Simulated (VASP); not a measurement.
# K3Eu (Fm-3m) in VASP: further runs, part 2 of 2

VASP 6.6.1. Earlier steps stand in the parts before.

**3. Single point, LDA, collinear spin, ferromagnetic start**

Input file INCAR:

```
  PREC = Accurate
  ENCUT = 520
  EDIFF = 1E-7
  ISMEAR = 0
  SIGMA = 0.1
  LREAL = False
  LASPH = True
  NELM = 150
  ALGO = Normal
  ISIF = 2
  LWAVE = False
  LCHARG = False
  ISPIN = 2
  MAGMOM = 0 0 0 7
  LORBIT = 11
  LMAXMIX = 6
  GGA = CA
  NBANDS = 34
```

Input file KPOINTS:

```
regular mesh
0
Gamma
  4 4 4
```

Input file POSCAR:

```
K3Eu
1.0
    0.0000000000      5.0919650000      5.0919650000
    5.0919650000      0.0000000000      5.0919650000
    5.0919650000      5.0919650000      0.0000000000
K Eu
3 1
Direct
    0.2500000000      0.2500000000      0.2500000000
    0.7500000000      0.7500000000      0.7500000000
    0.5000000000      0.5000000000      0.5000000000
    0.0000000000      0.0000000000      0.0000000000
```

Potentials or basis: VASP PAW PBE potentials, release 64 (K_sv, Eu).

Run with:

```
cat potpaw_PBE.64/K_sv/POTCAR potpaw_PBE.64/Eu/POTCAR > POTCAR
mpirun -np 1 vasp_std > vasp.out
```

OUTCAR:

```text
PREC = Accurate
   ENCUT = 520
   EDIFF = 1E-7
   ISMEAR = 0
   LREAL = False
   LASPH = True
   NELM = 150
   ISIF = 2
   ISPIN = 2
   LORBIT = 11
   GGA = CA

 ion  position               nearest neighbor table
   1  0.250  0.250  0.250-
   2  0.750  0.750  0.750-
   3  0.500  0.500  0.500-
   4  0.000  0.000  0.000-

  LATTYP: Found a face centered cubic cell.
 ALAT       =    10.1839300000

  Lattice vectors:

 A1 = (   0.0000000000,   5.0919650000,   5.0919650000)
 A2 = (   5.0919650000,   0.0000000000,   5.0919650000)
 A3 = (   5.0919650000,   5.0919650000,   0.0000000000)

Analysis of symmetry for initial positions (statically):
=====================================================================
 Subroutine PRICEL returns:
 Original cell was already a primitive cell.

 Routine SETGRP: Setting up the symmetry group for a
 face centered cubic supercell.

 Subroutine GETGRP returns: Found 48 space group operations
 (whereof 48 operations were pure point group operations)
 out of a pool of 48 trial point group operations.

The static configuration has the point symmetry O_h .

Analysis of symmetry for dynamics (positions and initial velocities):
=====================================================================
 Subroutine PRICEL returns:
 Original cell was already a primitive cell.

 Routine SETGRP: Setting up the symmetry group for a
 face centered cubic supercell.

 Subroutine GETGRP returns: Found 48 space group operations
 (whereof 48 operations were pure point group operations)
 out of a pool of 48 trial point group operations.

The dynamic configuration has the point symmetry O_h .

Analysis of structural, dynamic, and magnetic symmetry:
=====================================================================
 Subroutine PRICEL returns:
 Original cell was already a primitive cell.

 Routine SETGRP: Setting up the symmetry group for a
 face centered cubic supercell.

 Subroutine GETGRP returns: Found 48 space group operations
 (whereof 48 operations were pure point group operations)
 out of a pool of 48 trial point group operations.

The overall configuration has the point symmetry O_h .

 Subroutine INISYM returns: Found 48 space group operations
 (whereof 48 operations are pure point group operations),
 and found     1 'primitive' translations

----------------------------------------------------------------------------------------

                                     Primitive cell

  volume of cell :     264.0500

  direct lattice vectors                    reciprocal lattice vectors
     0.000000000  5.091965000  5.091965000    -0.098193919  0.098193919  0.098193919
     5.091965000  0.000000000  5.091965000     0.098193919 -0.098193919  0.098193919
     5.091965000  5.091965000  0.000000000     0.098193919  0.098193919 -0.098193919

  length of vectors
     7.201125962  7.201125962  7.201125962     0.170076857  0.170076857  0.170076857

  position of ions in fractional coordinates (direct lattice)
     0.250000000  0.250000000  0.250000000
     0.750000000  0.750000000  0.750000000
     0.500000000  0.500000000  0.500000000
     0.000000000  0.000000000  0.000000000

  ion indices of the primitive-cell ions
   primitive index   ion index
[... 59 lines left out ...]
   EDIFF  = 0.1E-06   stopping-criterion for ELM
   LREAL  =      F    real-space projection
   EDIFFG = 0.1E-05   stopping-criterion for IOM
   NSW    =      0    number of steps for IOM
   IBRION =     -1    ionic relax: 0-MD 1-quasi-New 2-CG
   NFREE  =      0    steps in history (QN), initial steepest desc. (CG)
   ISIF   =      2    stress and relaxation
   ISYM   =      2    0-nonsym 1-usesym 2-fastsym
   POTIM  = 0.5000    time-step for ionic-motion
   TEBEG  =    0.0;   TEEND  =   0.0 temperature during run
   PSTRESS=    0.0 pullay stress
   NELECT =      44.0000    total number of electrons
   NUPDOWN=      -1.0000    fix difference up-down
   EMIN   =  10.00;   EMAX   =-10.00  energy-range for DOS
   EFERMI =   0.00;   METHOD = LEGACY
   ISMEAR =     0;   SIGMA  =   0.10  broadening in eV -4-tet -1-fermi 0-gaus
   EFERMI_NEDOS =   21; number of points for ismear=-14 and -15
   IALGO  =     38    algorithm
   IMIX   =      4    mixing-type and parameters
     AMIX     =   0.40;   BMIX     =  1.00
     AMIX_MAG =   1.60;   BMIX_MAG =  1.00
  volume/ion in A,a.u.               =      66.01       445.47
  Fermi-wavevector in a.u.,A,eV,Ry     =   0.900873  1.702403 11.042114  0.811572
  Thomas-Fermi vector in A             =   2.023884
   LORBIT       =     11    0 simple, 1 ext, 2 COOP (PROOUT), +10 PAW based schemes
   GGA     = CA    functional components
   LHFCALC =     F    Hartree Fock is set to
   AEXX    =    0.0000 exact exchange contribution
   IVDW    =     0    specifies the selected vdW correction
   LEPSILON=     F    determine dielectric tensor
   LRPA    =     F    only Hartree local field effects (RPA)
 spin polarized calculation
 Gauss-broadening in eV      SIGMA  =   0.10
  energy-cutoff  :      520.00
  volume of cell :      264.05
 maximum number of plane-waves:      7133
 NGX is ok and might be reduce to    54
   NGX = 27   NGY = 27   NGZ = 27

 number of electron      44.0000010 magnetization       7.5878149

 Free energy of the ion-electron system (eV)
  ---------------------------------------------------
  ext. energy  EPLUGINS =         0.00000000
  ---------------------------------------------------
  free energy    TOTEN  =       -13.95045408 eV

  energy without entropy =      -13.92964605  energy(sigma->0) =      -13.94005006

 E-fermi :  -0.0013     XC(G=0):  -6.4849

 val. band max:       -0.0771106871   @ k =  -0.2500   0.2500   0.0000
 cond. band min:       0.0384290577   @ k =   0.5000   0.5000   0.0000
 fundamental gap:      0.1155397448
 Fermi energy:        -0.0012835588

 spin component 1

 k-point     1 :       0.0000    0.0000    0.0000
  band No.  band energies     occupation
      1     -42.1418      1.00000
      2     -31.5458      1.00000
      3     -31.4436      1.00000
      4     -31.4425      1.00000
      5     -21.1279      1.00000
      6     -21.1279      1.00000
[... 285 lines left out ...]
     33       2.6640      0.00000
     34       2.7385      0.00000
 Fermi energy:        -0.0012835588

 spin component 2

 k-point     1 :       0.0000    0.0000    0.0000
  band No.  band energies     occupation
      1     -39.2495      1.00000
      2     -31.5408      1.00000
      3     -31.4355      1.00000
      4     -31.4344      1.00000
      5     -18.9552      1.00000
      6     -18.9552      1.00000
[... 285 lines left out ...]
     33       3.7206      0.00000
     34       3.7794      0.00000

------------------------ aborting loop because EDIFF is reached ----------------------------------------

  FORCE on cell =-STRESS in cart. coord.  units (eV):
  Direction    XX          YY          ZZ          XY          YZ          ZX
  --------------------------------------------------------------------------------------
  -------------------------------------------------------------------------------------
  Total       -1.0684559     -1.0684559     -1.0684559     -0.0000000      0.0000000     -0.0000000
  in kB       -6.4830739     -6.4830739     -6.4830739     -0.0000000      0.0000000     -0.0000000
  external PRESSURE =      -6.4830739 kB  Pullay stress =       0.0000000 kB

 VOLUME and BASIS-vectors are now :
 -----------------------------------------------------------------------------
  energy-cutoff  :      520.00
  volume of cell :      264.05
      direct lattice vectors                 reciprocal lattice vectors
     0.000000000  5.091965000  5.091965000    -0.098193919  0.098193919  0.098193919
     5.091965000  0.000000000  5.091965000     0.098193919 -0.098193919  0.098193919
     5.091965000  5.091965000  0.000000000     0.098193919  0.098193919 -0.098193919

 POSITION                                       TOTAL-FORCE (eV/Angst)
 -----------------------------------------------------------------------------------
      2.54598      2.54598      2.54598        -0.000000     -0.000000     -0.000000
      7.63795      7.63795      7.63795        -0.000000      0.000000      0.000000
      5.09197      5.09197      5.09197         0.000000      0.000000      0.000000
      0.00000      0.00000      0.00000         0.000000      0.000000      0.000000
 -----------------------------------------------------------------------------------
    total drift:                                0.000000      0.000000      0.000000

  FREE ENERGIE OF THE ION-ELECTRON SYSTEM (eV)
  ---------------------------------------------------
  free  energy   TOTEN  =       -13.9504540773 eV

  energy  without entropy=      -13.9296460499  energy(sigma->0) =      -13.94005006

 total charge

# of ion       s       p       d       f       tot
--------------------------------------------------
    1        1.981   5.495   0.010   0.000   7.486
    2        1.981   5.495   0.010   0.000   7.486
    3        1.979   5.494   0.008   0.000   7.482
    4        2.090   5.679   0.100   6.809  14.679
--------------------------------------------------
tot          8.032  22.163   0.128   6.809  37.132

 magnetization (x)

# of ion       s       p       d       f       tot
--------------------------------------------------
    1        0.004   0.001   0.002   0.000   0.008
    2        0.004   0.001   0.002   0.000   0.008
    3        0.001   0.002   0.002   0.000   0.005
    4        0.010  -0.087   0.059   6.809   6.791
--------------------------------------------------
tot          0.019  -0.082   0.065   6.809   6.811
```

OSZICAR:

```text
N       E                     dE             d eps       ncg     rms          rms(c)
DAV:   1     0.442397629772E+03    0.44240E+03   -0.16239E+04  1402   0.279E+03
[... 25 lines left out ...]
DAV:  27    -0.139505182635E+02    0.17449E-03   -0.27405E-04  1592   0.194E-01    0.582E-01
DAV:  28    -0.139504836228E+02    0.34641E-04   -0.68434E-05  1744   0.746E-02    0.267E-01
DAV:  29    -0.139504658810E+02    0.17742E-04   -0.28190E-05  1536   0.599E-02    0.991E-02
DAV:  30    -0.139504555471E+02    0.10334E-04   -0.26958E-05  1480   0.567E-02    0.428E-02
DAV:  31    -0.139504539447E+02    0.16024E-05   -0.10433E-05  1726   0.268E-02    0.312E-02
DAV:  32    -0.139504539968E+02   -0.52069E-07   -0.17776E-06  1354   0.421E-03    0.177E-02
DAV:  33    -0.139504540773E+02   -0.80544E-07   -0.35213E-08   912   0.347E-03
   1 F= -.13950454E+02 E0= -.13940050E+02  d E =-.208080E-01  mag=     7.5878
```

It took 7.4 min on 1 thread of AMD EPYC 7R13 (Zen 3), shared host; peak memory 0.39 GiB.

What came out:

```
Free energy                                           : -13.9505 eV
Pressure                                              : -0.6 GPa
Net moment                                            : 7.59 μB per cell
Site moments                                          : K +0.01; Eu +6.79 μB
Valence electrons inside the program's atomic spheres : K 7.49, 7.48 (each value once); Eu 14.68
```

Levels at points of the mesh, in eV from the Fermi level:
Spin up:
```
           k point  band 23  band 24  band 25  band 26  band 27  band 28
(0.00, 0.00, 0.00)    -0.70    -0.70     0.50     0.50     0.50     0.58
(0.50, 0.00, 0.00)    -0.70    -0.70    -0.70     0.43     0.43     0.53
(0.50, 0.50, 0.00)    -0.70    -0.70    -0.69    -0.23    -0.17     0.61
```
Spin down:
| k point | band 16 | band 17 | band 18 | band 19 | band 20 | band 21 |
| --- | --- | --- | --- | --- | --- | --- |
| (0.00, 0.00, 0.00) | -15.14 | -2.52 | 0.94 | 0.94 | 0.94 | 1.02 |
| (0.50, 0.00, 0.00) | -15.14 | -1.51 | -1.00 | 0.83 | 0.83 | 1.00 |
| (0.50, 0.50, 0.00) | -15.14 | -1.15 | -0.66 | 0.04 | 0.12 | 0.81 |

Caveat: the PAW data sets were made with another functional, which shifts forces and pressure a little; spin-orbit coupling is left out, which moves the levels of the heavy elements; semilocal functionals describe open f shells poorly, which spoils levels, moments and volumes.
